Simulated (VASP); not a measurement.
# BP (F-43m) in VASP: single point with r2SCAN

Aim: the single point of BP with r2SCAN.

Program: VASP 6.6.1. These are calculated values, not measurements. Logs are shortened: lines on timing, memory, paths and dates and some standing lists are left out, and cuts for length are marked.

### 1 The cell of the first run

Symmetry: F-43m, No. 216, cubic system. Conventional cell: a = 4.537 Å, b = 4.537 Å, c = 4.537 Å, α = 90.00°, β = 90.00°, γ = 90.00°. B (site symmetry -43m) has 4 P at 1.96 Å within 2.6 Å. P (site symmetry -43m) has 4 B at 1.96 Å within 2.6 Å.

### 2 Single point, r2SCAN

File POSCAR:

```
BP
1.0
    0.0000000000      2.2682576044      2.2682576044
    2.2682576044      0.0000000000      2.2682576044
    2.2682576044      2.2682576044      0.0000000000
B P
1 1
Direct
    0.0000000000      0.0000000000      0.0000000000
    0.7500000000      0.7500000000      0.7500000000
```

File INCAR.step1:

```
PREC     = Accurate       # precision mode
ENCUT    = 520            # plane-wave cutoff, eV
ISMEAR   = 0              # smearing method
SIGMA    = 0.01           # smearing width, eV
LREAL    = False          # projectors in reciprocal space
LASPH    = True           # aspherical terms in the spheres
NELM     = 100            # most SCF steps
NBANDS   = 11             # bands
GGA      = PE             # functional
ALGO     = Normal         # electronic algorithm
EDIFF    = 1E-4           # SCF threshold, eV
LWAVE    = True           # write WAVECAR
LCHARG   = False          # write CHGCAR
```

File INCAR.step2:

```
PREC     = Accurate       # precision mode
ENCUT    = 520            # plane-wave cutoff, eV
EDIFF    = 1E-6           # SCF threshold, eV
ISMEAR   = 0              # smearing method
SIGMA    = 0.01           # smearing width, eV
LREAL    = False          # projectors in reciprocal space
LASPH    = True           # aspherical terms in the spheres
NELM     = 100            # most SCF steps
ALGO     = Normal         # electronic algorithm
ISIF     = 2              # what is computed and relaxed
LWAVE    = False          # write WAVECAR
LCHARG   = True           # write CHGCAR
METAGGA  = R2SCAN         # meta-GGA
LMIXTAU  = True         
LELF     = True           # ELF
LVHAR    = True         
NBANDS   = 11             # bands
ISTART   = 1
```

File KPOINTS:

```
regular mesh
0
Gamma
  8 8 8
```

Potentials or basis: VASP PAW PBE potentials, release 64 (B, P).

The run is started by

```bash
cat potpaw_PBE.64/B/POTCAR potpaw_PBE.64/P/POTCAR > POTCAR
cp INCAR.step1 INCAR
mpirun -np 1 vasp_std > vasp.out
cp INCAR.step2 INCAR
mpirun -np 1 vasp_std > vasp.out
```

OUTCAR:

```text
PREC = Accurate
   ENCUT = 520
   EDIFF = 1E-6
   ISMEAR = 0
   LREAL = False
   LASPH = True
   NELM = 100
   ISIF = 2
   METAGGA = R2SCAN
   ISTART = 1

 ion  position               nearest neighbor table
   1  0.000  0.000  0.000-   2 1.96   2 1.96   2 1.96   2 1.96
   2  0.750  0.750  0.750-   1 1.96   1 1.96   1 1.96   1 1.96

  LATTYP: Found a face centered cubic cell.
 ALAT       =     4.5365152088

  Lattice vectors:

 A1 = (   0.0000000000,   2.2682576044,   2.2682576044)
 A2 = (   2.2682576044,   0.0000000000,   2.2682576044)
 A3 = (   2.2682576044,   2.2682576044,   0.0000000000)

Analysis of symmetry for initial positions (statically):
=====================================================================
 Subroutine PRICEL returns:
 Original cell was already a primitive cell.

 Routine SETGRP: Setting up the symmetry group for a
 face centered cubic supercell.

 Subroutine GETGRP returns: Found 24 space group operations
 (whereof 24 operations were pure point group operations)
 out of a pool of 48 trial point group operations.

The static configuration has the point symmetry T_d .

Analysis of symmetry for dynamics (positions and initial velocities):
=====================================================================
 Subroutine PRICEL returns:
 Original cell was already a primitive cell.

 Routine SETGRP: Setting up the symmetry group for a
 face centered cubic supercell.

 Subroutine GETGRP returns: Found 24 space group operations
 (whereof 24 operations were pure point group operations)
 out of a pool of 48 trial point group operations.

The dynamic configuration has the point symmetry T_d .

 Subroutine INISYM returns: Found 24 space group operations
 (whereof 24 operations are pure point group operations),
 and found     1 'primitive' translations

----------------------------------------------------------------------------------------

                                     Primitive cell

  volume of cell :      23.3403

  direct lattice vectors                    reciprocal lattice vectors
     0.000000000  2.268257604  2.268257604    -0.220433516  0.220433516  0.220433516
     2.268257604  0.000000000  2.268257604     0.220433516 -0.220433516  0.220433516
     2.268257604  2.268257604  0.000000000     0.220433516  0.220433516 -0.220433516

  length of vectors
     3.207800667  3.207800667  3.207800667     0.381802050  0.381802050  0.381802050

  position of ions in fractional coordinates (direct lattice)
     0.000000000  0.000000000  0.000000000
     0.750000000  0.750000000  0.750000000

  ion indices of the primitive-cell ions
   primitive index   ion index
                 1           1
                 2           2

----------------------------------------------------------------------------------------

 KPOINTS: regular mesh

Automatic generation of k-mesh.
 Grid dimensions read from file:
 generate k-points for:    8    8    8

 Generating k-lattice:

  Cartesian coordinates                     Fractional coordinates (reciprocal lattice)
    -0.027554190  0.027554190  0.027554190     0.125000000  0.000000000  0.000000000
     0.027554190 -0.027554190  0.027554190     0.000000000  0.125000000  0.000000000
     0.027554190  0.027554190 -0.027554190     0.000000000  0.000000000  0.125000000

  Length of vectors
     0.047725256  0.047725256  0.047725256

  Shift w.r.t. Gamma in fractional coordinates (k-lattice)
     0.000000000  0.000000000  0.000000000

 Subroutine IBZKPT returns following result:
 ===========================================

 Found     29 irreducible k-points:

 Following reciprocal coordinates:
            Coordinates               Weight
  0.000000  0.000000  0.000000      1.000000
  0.125000  0.000000  0.000000      8.000000
  0.250000  0.000000  0.000000      8.000000
  0.375000  0.000000  0.000000      8.000000
  0.500000  0.000000  0.000000      4.000000
  0.125000  0.125000  0.000000      6.000000
[... 16 lines left out ...]
  0.500000  0.250000  0.125000     48.000000
 -0.375000  0.250000  0.125000     24.000000
 [... further k-points ...]
   k-points           NKPTS =     29   k-points in BZ     NKDIM =     29   number of bands    NBANDS=     11
   number of dos      NEDOS =    301   number of ions     NIONS =      2
   total plane-waves  NPLWV =  13824
   dimension x,y,z NGX =    24 NGY =   24 NGZ =   24
   dimension x,y,z NGXF=    48 NGYF=   48 NGZF=   48
   ions per type =               1   1
   NGX,Y,Z   is equivalent  to a cutoff of  12.44, 12.44, 12.44 a.u.
   NGXF,Y,Z  is equivalent  to a cutoff of  24.88, 24.88, 24.88 a.u.
 SYSTEM =  unknown system
   PREC   = accura    normal or accurate (medium, high low for compatibility)
   ISTART =      1    job   : 0-new  1-cont  2-samecut
   ICHARG =      0    charge: 1-file 2-atom 10-const
   ISPIN  =      1    spin polarized calculation?
   LNONCOLLINEAR =      F non collinear calculations
   LSORBIT =      F    spin-orbit coupling
   LASPH  =      T    aspherical Exc in radial PAW
   ENCUT  =  520.0 eV  38.22 Ry    6.18 a.u.   5.96  5.96  5.96*2*pi/ulx,y,z
   NELM   =    100;   NELMIN=  2; NELMDL=  0     # of ELM steps
   EDIFF  = 0.1E-05   stopping-criterion for ELM
   LREAL  =      F    real-space projection
   EDIFFG = 0.1E-04   stopping-criterion for IOM
   NSW    =      0    number of steps for IOM
   IBRION =     -1    ionic relax: 0-MD 1-quasi-New 2-CG
   NFREE  =      0    steps in history (QN), initial steepest desc. (CG)
   ISIF   =      2    stress and relaxation
   ISYM   =      2    0-nonsym 1-usesym 2-fastsym
   POTIM  = 0.5000    time-step for ionic-motion
   TEBEG  =    0.0;   TEEND  =   0.0 temperature during run
   PSTRESS=    0.0 pullay stress
   NELECT =       8.0000    total number of electrons
   NUPDOWN=      -1.0000    fix difference up-down
   EMIN   =  10.00;   EMAX   =-10.00  energy-range for DOS
   EFERMI =   0.00;   METHOD = LEGACY
   ISMEAR =     0;   SIGMA  =   0.01  broadening in eV -4-tet -1-fermi 0-gaus
   EFERMI_NEDOS =   21; number of points for ismear=-14 and -15
   IALGO  =     38    algorithm
   IMIX   =      4    mixing-type and parameters
     AMIX     =   0.40;   BMIX     =  1.00
     AMIX_MAG =   1.60;   BMIX_MAG =  1.00
  volume/ion in A,a.u.               =      11.67        78.75
  Fermi-wavevector in a.u.,A,eV,Ry     =   1.145695  2.165050 17.859247  1.312618
  Thomas-Fermi vector in A             =   2.282383
   LORBIT       =      0    0 simple, 1 ext, 2 COOP (PROOUT), +10 PAW based schemes
   METAGGA = R2SCAN    functional components
   LHFCALC =     F    Hartree Fock is set to
   AEXX    =    0.0000 exact exchange contribution
   IVDW    =     0    specifies the selected vdW correction
   LEPSILON=     F    determine dielectric tensor
   LRPA    =     F    only Hartree local field effects (RPA)
 non-spin polarized calculation
 Gauss-broadening in eV      SIGMA  =   0.01
  energy-cutoff  :      520.00
  volume of cell :       23.34
 maximum number of plane-waves:       638
   NGX = 11   NGY = 11   NGZ = 11

 number of electron       8.0000000 magnetization

 Free energy of the ion-electron system (eV)
  ---------------------------------------------------
  ext. energy  EPLUGINS =         0.00000000
  ---------------------------------------------------
  free energy    TOTEN  =       -17.30951484 eV

  energy without entropy =      -17.30951484  energy(sigma->0) =      -17.30951484

 E-fermi :   7.5539     XC(G=0): -11.5050

 val. band max:        7.4014450767   @ k =   0.0000   0.0000   0.0000
 cond. band min:       8.8770278169   @ k =   0.3750   0.3750   0.0000
 fundamental gap:      1.4755827403
 Fermi energy:         7.5539001513

 k-point     1 :       0.0000    0.0000    0.0000
  band No.  band energies     occupation
      1      -8.8672      2.00000
      2       7.4014      2.00000
      3       7.4014      2.00000
      4       7.4014      2.00000
      5      11.0430      0.00000
      6      11.0430      0.00000
      7      11.0430      0.00000
      8      15.4277      0.00000
      9      19.8129      0.00000
     10      20.0505      0.00000
     11      20.0505      0.00000

 k-point     2 :       0.1250    0.0000    0.0000
  band No.  band energies     occupation
      1      -8.5715      2.00000
      2       5.4484      2.00000
      3       6.9481      2.00000
      4       6.9481      2.00000
      5      11.6498      0.00000
      6      11.6734      0.00000
      7      11.6735      0.00000
      8      16.2477      0.00000
      9      19.1514      0.00000
     10      19.1514      0.00000
     11      20.6793      0.00000

 k-point     3 :       0.2500    0.0000    0.0000
  band No.  band energies     occupation
      1      -7.7044      2.00000
      2       2.2995      2.00000
      3       6.2168      2.00000
      4       6.2168      2.00000
      5      11.7624      0.00000
      6      12.4933      0.00000
      7      12.4933      0.00000
      8      17.7977      0.00000
      9      18.9181      0.00000
     10      18.9181      0.00000
     11      21.3403      0.00000

 k-point     4 :       0.3750    0.0000    0.0000
  band No.  band energies     occupation
      1      -6.3774      2.00000
      2      -0.5677      2.00000
      3       5.7093      2.00000
      4       5.7093      2.00000
      5      11.6152      0.00000
      6      12.5471      0.00000
      7      12.5471      0.00000
      8      18.3766      0.00000
      9      20.7130      0.00000
     10      20.7130      0.00000
     11      22.1782      0.00000
[... 239 lines left out ...]
 k-point    22 :       0.3750    0.2500    0.1250
  band No.  band energies     occupation
      1      -6.9423      2.00000
      2       2.1879      2.00000
      3       3.4136      2.00000
      4       5.3116      2.00000
      5      11.1643      0.00000
      6      13.8239      0.00000
      7      14.0732      0.00000
      8      15.4512      0.00000
      9      19.7056      0.00000
     10      22.1806      0.00000
     11      24.0503      0.00000

 k-point    23 :       0.5000    0.2500    0.1250
  band No.  band energies     occupation
      1      -5.6452      2.00000
      2      -0.0907      2.00000
      3       2.7220      2.00000
      4       4.5048      2.00000
      5      11.8610      0.00000
      6      13.2591      0.00000
      7      15.2593      0.00000
      8      16.3074      0.00000
      9      20.6882      0.00000
     10      21.5995      0.00000
     11      25.5053      0.00000

 k-point    24 :      -0.3750    0.2500    0.1250
  band No.  band energies     occupation
      1      -4.6687      2.00000
      2      -1.5135      2.00000
      3       2.6348      2.00000
      4       4.1184      2.00000
      5      11.9612      0.00000
      6      12.9632      0.00000
      7      16.3052      0.00000
      8      17.9174      0.00000
      9      18.4934      0.00000
     10      22.7138      0.00000
     11      25.2132      0.00000

 [... further k-points ...]
[... 5 lines left out ...]
  --------------------------------------------------------------------------------------
  -------------------------------------------------------------------------------------
  Total       -0.0716615     -0.0716615     -0.0716615     -0.0000000     -0.0000000      0.0000000
  in kB       -4.9191417     -4.9191417     -4.9191417     -0.0000000     -0.0000000      0.0000000
  external PRESSURE =      -4.9191417 kB  Pullay stress =       0.0000000 kB

 VOLUME and BASIS-vectors are now :
 -----------------------------------------------------------------------------
  energy-cutoff  :      520.00
  volume of cell :       23.34
      direct lattice vectors                 reciprocal lattice vectors
     0.000000000  2.268257604  2.268257604    -0.220433516  0.220433516  0.220433516
     2.268257604  0.000000000  2.268257604     0.220433516 -0.220433516  0.220433516
     2.268257604  2.268257604  0.000000000     0.220433516  0.220433516 -0.220433516

 POSITION                                       TOTAL-FORCE (eV/Angst)
 -----------------------------------------------------------------------------------
      0.00000      0.00000      0.00000         0.000000      0.000000      0.000000
      3.40239      3.40239      3.40239        -0.000000     -0.000000     -0.000000
 -----------------------------------------------------------------------------------
    total drift:                               -0.000000     -0.000000     -0.000000

  FREE ENERGIE OF THE ION-ELECTRON SYSTEM (eV)
  ---------------------------------------------------
  free  energy   TOTEN  =       -17.3095148374 eV

  energy  without entropy=      -17.3095148374  energy(sigma->0) =      -17.30951484
```

It took 13 s on 1 thread of Intel Xeon 6975P-C (Granite Rapids), shared host; peak memory 0.13 GiB.

Results:

```
Free energy            : -17.3095 eV
Pressure               : -0.5 GPa
Band gap on the k mesh : 1.48 eV, indirect (least direct gap 3.64 eV)
```

Levels at points of the mesh, in eV from the valence-band top:
```csv
k point,band 1,band 2,band 3,band 4,band 5,band 6,band 7,band 8
"(0.00, 0.00, 0.00)",-16.27,0.00,0.00,0.00,3.64,3.64,3.64,8.03
"(0.50, 0.00, 0.00)",-12.77,-9.51,-1.87,-1.87,4.14,5.03,5.03,10.92
"(0.50, 0.50, 0.00)",-11.10,-9.13,-4.35,-4.35,1.54,1.91,13.07,13.07
```

Caveat: the PAW data sets were made with another functional, which shifts forces and pressure a little. A k mesh can miss the band edges.
